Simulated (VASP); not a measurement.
# K (Im-3m) in VASP: single point with PBE

Aim: the single point of K with PBE.

All numbers are computed with VASP 6.6.1; they aren't measurements. Logs are shortened: lines on timing, memory, paths and dates and some standing lists are left out, and cuts for length are marked.

## (1) The cell of the first run

It takes space group Im-3m (No. 229, cubic). The conventional cell has a = 5.225 Å, b = 5.225 Å, c = 5.225 Å, α = 90.00°, β = 90.00°, γ = 90.00°.

## (2) Single point, PBE

File POSCAR:

```
K
1.0
   -2.6125000000      2.6125000000      2.6125000000
    2.6125000000     -2.6125000000      2.6125000000
    2.6125000000      2.6125000000     -2.6125000000
K
1
Direct
    0.0000000000      0.0000000000      0.0000000000
```

File INCAR.step1:

```
SYSTEM = K
PREC = Accurate
ENCUT = 520
EDIFF = 1E-6
ISMEAR = 0
SIGMA = 0.05
LREAL = .False.
LASPH = .True.
NELM = 100
ALGO = Normal
ISIF = 2
LWAVE = .False.
LCHARG = .True.
GGA = PE
NBANDS = 10
```

File KPOINTS.step1:

```
Automatic mesh
0
Gamma
  10 10 10
  0 0 0
```

File INCAR.step2:

```
SYSTEM = K
PREC = Accurate
ENCUT = 520
EDIFF = 1E-6
ISMEAR = -5
SIGMA = 0.05
LREAL = .False.
LASPH = .True.
NELM = 100
ALGO = Normal
ISIF = 2
LWAVE = .False.
LCHARG = .False.
GGA = PE
LORBIT = 11
NEDOS = 1001
ICHARG = 11
```

File KPOINTS.step2:

```
Automatic mesh
0
Gamma
  15 15 15
  0 0 0
```

Potentials or basis: VASP PAW PBE potentials, release 64 (K_sv).

Command:

```bash
$ cat potpaw_PBE.64/K_sv/POTCAR > POTCAR
$ cp INCAR.step1 INCAR
$ cp KPOINTS.step1 KPOINTS
$ mpirun -np 1 vasp_std > vasp.out
$ cp INCAR.step2 INCAR
$ cp KPOINTS.step2 KPOINTS
$ mpirun -np 1 vasp_std > vasp.out
```

OUTCAR:

```text
SYSTEM = K
   PREC = Accurate
   ENCUT = 520
   EDIFF = 1E-6
   ISMEAR = -5
   LREAL = .False.
   LASPH = .True.
   NELM = 100
   ISIF = 2
   GGA = PE
   LORBIT = 11
   ICHARG = 11

 ion  position               nearest neighbor table
   1  0.000  0.000  0.000-

  LATTYP: Found a body centered cubic cell.
 ALAT       =     5.2250000000

  Lattice vectors:

 A1 = (  -2.6125000000,   2.6125000000,   2.6125000000)
 A2 = (   2.6125000000,  -2.6125000000,   2.6125000000)
 A3 = (   2.6125000000,   2.6125000000,  -2.6125000000)

Analysis of symmetry for initial positions (statically):
=====================================================================
 Subroutine PRICEL returns:
 Original cell was already a primitive cell.

 Routine SETGRP: Setting up the symmetry group for a
 body centered cubic supercell.

 Subroutine GETGRP returns: Found 48 space group operations
 (whereof 48 operations were pure point group operations)
 out of a pool of 48 trial point group operations.

The static configuration has the point symmetry O_h .

Analysis of symmetry for dynamics (positions and initial velocities):
=====================================================================
 Subroutine PRICEL returns:
 Original cell was already a primitive cell.

 Routine SETGRP: Setting up the symmetry group for a
 body centered cubic supercell.

 Subroutine GETGRP returns: Found 48 space group operations
 (whereof 48 operations were pure point group operations)
 out of a pool of 48 trial point group operations.

The dynamic configuration has the point symmetry O_h .

 Subroutine INISYM returns: Found 48 space group operations
 (whereof 48 operations are pure point group operations),
 and found     1 'primitive' translations

----------------------------------------------------------------------------------------

                                     Primitive cell

  volume of cell :      71.3229

  direct lattice vectors                    reciprocal lattice vectors
    -2.612500000  2.612500000  2.612500000     0.000000000  0.191387560  0.191387560
     2.612500000 -2.612500000  2.612500000     0.191387560  0.000000000  0.191387560
     2.612500000  2.612500000 -2.612500000     0.191387560  0.191387560  0.000000000

  length of vectors
     4.524982735  4.524982735  4.524982735     0.270662883  0.270662883  0.270662883

  position of ions in fractional coordinates (direct lattice)
     0.000000000  0.000000000  0.000000000

  ion indices of the primitive-cell ions
   primitive index   ion index
                 1           1

----------------------------------------------------------------------------------------

 KPOINTS: Automatic mesh

Automatic generation of k-mesh.
 Grid dimensions read from file:
 generate k-points for:   15   15   15

 Generating k-lattice:

  Cartesian coordinates                     Fractional coordinates (reciprocal lattice)
     0.000000000  0.012759171  0.012759171     0.066666667  0.000000000  0.000000000
     0.012759171  0.000000000  0.012759171     0.000000000  0.066666667  0.000000000
     0.012759171  0.012759171  0.000000000     0.000000000  0.000000000  0.066666667

  Length of vectors
     0.018044192  0.018044192  0.018044192

  Shift w.r.t. Gamma in fractional coordinates (k-lattice)
     0.000000000  0.000000000  0.000000000

 TETIRR: Found   3891 inequivalent tetrahedra from    20250

 Subroutine IBZKPT returns following result:
 ===========================================

 Found    120 irreducible k-points:

 Following reciprocal coordinates:
            Coordinates               Weight
  0.000000  0.000000  0.000000      1.000000
  0.066667  0.000000  0.000000     12.000000
  0.133333  0.000000  0.000000     12.000000
  0.200000  0.000000  0.000000     12.000000
  0.266667  0.000000  0.000000     12.000000
  0.333333  0.000000  0.000000     12.000000
[... 16 lines left out ...]
  0.333333  0.200000  0.000000     48.000000
  0.400000  0.200000  0.000000     24.000000
 [... further k-points ...]
   k-points           NKPTS =    120   k-points in BZ     NKDIM =    120   number of bands    NBANDS=      8
   number of dos      NEDOS =   1001   number of ions     NIONS =      1
   total plane-waves  NPLWV =  46656
   dimension x,y,z NGX =    36 NGY =   36 NGZ =   36
   dimension x,y,z NGXF=    72 NGYF=   72 NGZF=   72
   ions per type =               1
   NGX,Y,Z   is equivalent  to a cutoff of  13.23, 13.23, 13.23 a.u.
   NGXF,Y,Z  is equivalent  to a cutoff of  26.45, 26.45, 26.45 a.u.
 SYSTEM =  K
   PREC   = accura    normal or accurate (medium, high low for compatibility)
   ISTART =      0    job   : 0-new  1-cont  2-samecut
   ICHARG =     11    charge: 1-file 2-atom 10-const
   ISPIN  =      1    spin polarized calculation?
   LNONCOLLINEAR =      F non collinear calculations
   LSORBIT =      F    spin-orbit coupling
   LASPH  =      T    aspherical Exc in radial PAW
   ENCUT  =  520.0 eV  38.22 Ry    6.18 a.u.   8.41  8.41  8.41*2*pi/ulx,y,z
   NELM   =    100;   NELMIN=  2; NELMDL=  0     # of ELM steps
   EDIFF  = 0.1E-05   stopping-criterion for ELM
   LREAL  =      F    real-space projection
   EDIFFG = 0.1E-04   stopping-criterion for IOM
   NSW    =      0    number of steps for IOM
   IBRION =     -1    ionic relax: 0-MD 1-quasi-New 2-CG
   NFREE  =      0    steps in history (QN), initial steepest desc. (CG)
   ISIF   =      2    stress and relaxation
   ISYM   =      2    0-nonsym 1-usesym 2-fastsym
   POTIM  = 0.5000    time-step for ionic-motion
   TEBEG  =    0.0;   TEEND  =   0.0 temperature during run
   PSTRESS=    0.0 pullay stress
   NELECT =       9.0000    total number of electrons
   NUPDOWN=      -1.0000    fix difference up-down
   EMIN   =  10.00;   EMAX   =-10.00  energy-range for DOS
   EFERMI =   0.00;   METHOD = LEGACY
   ISMEAR =    -5;   SIGMA  =   0.05  broadening in eV -4-tet -1-fermi 0-gaus
   EFERMI_NEDOS =   21; number of points for ismear=-14 and -15
   IALGO  =     38    algorithm
   IMIX   =      4    mixing-type and parameters
     AMIX     =   0.40;   BMIX     =  1.00
     AMIX_MAG =   1.60;   BMIX_MAG =  1.00
  volume/ion in A,a.u.               =      71.32       481.31
  Fermi-wavevector in a.u.,A,eV,Ry     =   0.821131  1.551714  9.173822  0.674257
  Thomas-Fermi vector in A             =   1.932236
   LORBIT       =     11    0 simple, 1 ext, 2 COOP (PROOUT), +10 PAW based schemes
   GGA     = PE    functional components
   LHFCALC =     F    Hartree Fock is set to
   AEXX    =    0.0000 exact exchange contribution
   IVDW    =     0    specifies the selected vdW correction
   LEPSILON=     F    determine dielectric tensor
   LRPA    =     F    only Hartree local field effects (RPA)
 non-spin polarized calculation
 Fermi weights with tetrahedron method with Bloechl corrections
  energy-cutoff  :      520.00
  volume of cell :       71.32
 maximum number of plane-waves:      1961
 NGX is ok and might be reduce to    36

 number of electron       9.0000000 magnetization

 Free energy of the ion-electron system (eV)
  ---------------------------------------------------
  ext. energy  EPLUGINS =         0.00000000
  ---------------------------------------------------
  free energy    TOTEN  =        -1.04619538 eV

  energy without entropy =       -1.04619538  energy(sigma->0) =       -1.04619538

 E-fermi :  -0.0252     XC(G=0):  -5.7259

 val. band max:       -0.0547611413   @ k =  -0.3333   0.4000   0.2000
 cond. band min:      -0.0426561796   @ k =   0.2000   0.2000   0.1333
 fundamental gap:      0.0121049618
 Fermi energy:        -0.0252048263

 k-point     1 :       0.0000    0.0000    0.0000
  band No.  band energies     occupation
      1     -32.1653      2.00000
      2     -15.6126      2.00000
      3     -15.6126      2.00000
      4     -15.6126      2.00000
      5      -2.2516      2.00000
      6       4.2731      0.00000
      7       4.2732      0.00000
      8       4.2732      0.00000

 k-point     2 :       0.0667    0.0000    0.0000
  band No.  band energies     occupation
      1     -32.1651      2.00000
      2     -15.6159      2.00000
      3     -15.6137      2.00000
      4     -15.6126      2.00000
      5      -2.1948      2.00000
      6       4.1950      0.00000
      7       4.1975      0.00000
      8       4.3190      0.00000

 k-point     3 :       0.1333    0.0000    0.0000
  band No.  band energies     occupation
      1     -32.1645      2.00000
      2     -15.6252      2.00000
      3     -15.6168      2.00000
      4     -15.6126      2.00000
      5      -2.0261      2.00000
      6       3.8830      0.00000
      7       4.0059      0.00000
      8       4.4555      0.00000

 k-point     4 :       0.2000    0.0000    0.0000
  band No.  band energies     occupation
      1     -32.1636      2.00000
      2     -15.6389      2.00000
      3     -15.6213      2.00000
      4     -15.6125      2.00000
      5      -1.7506      2.00000
      6       3.3578      0.00000
      7       3.7665      0.00000
      8       4.6809      0.00000

 k-point     5 :       0.2667    0.0000    0.0000
  band No.  band energies     occupation
      1     -32.1626      2.00000
      2     -15.6545      2.00000
      3     -15.6266      2.00000
      4     -15.6125      2.00000
      5      -1.3767      2.00000
      6       2.7518      0.00000
      7       3.5336      0.00000
      8       4.9973      0.00000
[... 177 lines left out ...]
 k-point    22 :       0.2667    0.2000    0.0000
  band No.  band energies     occupation
      1     -32.1608      2.00000
      2     -15.6735      2.00000
      3     -15.6399      2.00000
      4     -15.6193      2.00000
      5      -0.3266      1.99901
      6       1.9294      0.00000
      7       2.6119      0.00000
      8       4.8234      0.00000

 k-point    23 :       0.3333    0.2000    0.0000
  band No.  band energies     occupation
      1     -32.1603      2.00000
      2     -15.6773      2.00000
      3     -15.6454      2.00000
      4     -15.6198      2.00000
      5       0.2188      0.06364
      6       1.3861      0.00000
      7       2.4639      0.00000
      8       4.6444      0.00000

 k-point    24 :       0.4000    0.2000    0.0000
  band No.  band energies     occupation
      1     -32.1601      2.00000
      2     -15.6785      2.00000
      3     -15.6476      2.00000
      4     -15.6199      2.00000
      5       0.7708     -0.00665
      6       0.8314      0.00000
      7       2.4164      0.00000
      8       4.5736      0.00000

 [... further k-points ...]

------------------------ aborting loop because EDIFF is reached ----------------------------------------

  FORCE on cell =-STRESS in cart. coord.  units (eV):
  Direction    XX          YY          ZZ          XY          YZ          ZX
  --------------------------------------------------------------------------------------
  -------------------------------------------------------------------------------------
  Total        0.0491730      0.0491730      0.0491730      0.0000000      0.0000000     -0.0000000
  in kB        1.1046086      1.1046086      1.1046086      0.0000000      0.0000000     -0.0000000
  external PRESSURE =       1.1046086 kB  Pullay stress =       0.0000000 kB

 VOLUME and BASIS-vectors are now :
 -----------------------------------------------------------------------------
  energy-cutoff  :      520.00
  volume of cell :       71.32
      direct lattice vectors                 reciprocal lattice vectors
    -2.612500000  2.612500000  2.612500000     0.000000000  0.191387560  0.191387560
     2.612500000 -2.612500000  2.612500000     0.191387560  0.000000000  0.191387560
     2.612500000  2.612500000 -2.612500000     0.191387560  0.191387560  0.000000000

 POSITION                                       TOTAL-FORCE (eV/Angst)
 -----------------------------------------------------------------------------------
      0.00000      0.00000      0.00000         0.000000      0.000000     -0.000000
 -----------------------------------------------------------------------------------
    total drift:                               -0.000000      0.000000      0.000000

  FREE ENERGIE OF THE ION-ELECTRON SYSTEM (eV)
  ---------------------------------------------------
  free  energy   TOTEN  =        -1.0461953813 eV

  energy  without entropy=       -1.0461953813  energy(sigma->0) =       -1.04619538

 total charge

# of ion       s       p       d       tot
------------------------------------------
    1        1.981   5.555   0.005   7.541
```

Run time: 77 s. Hardware: 1 thread of Intel Xeon Platinum 8375C at 2.90GHz (Ice Lake), shared host; peak memory 0.23 GiB.

Results:

```yaml
Valence_electrons_inside_the_program's_atomic_spheres: K 7.54
```

Levels at points of the mesh, in eV from the Fermi level:
| k point | band 1 | band 2 | band 3 | band 4 | band 5 | band 6 | band 7 | band 8 |
| --- | --- | --- | --- | --- | --- | --- | --- | --- |
| (0.00, 0.00, 0.00) | -32.14 | -15.59 | -15.59 | -15.59 | -2.23 | 4.30 | 4.30 | 4.30 |
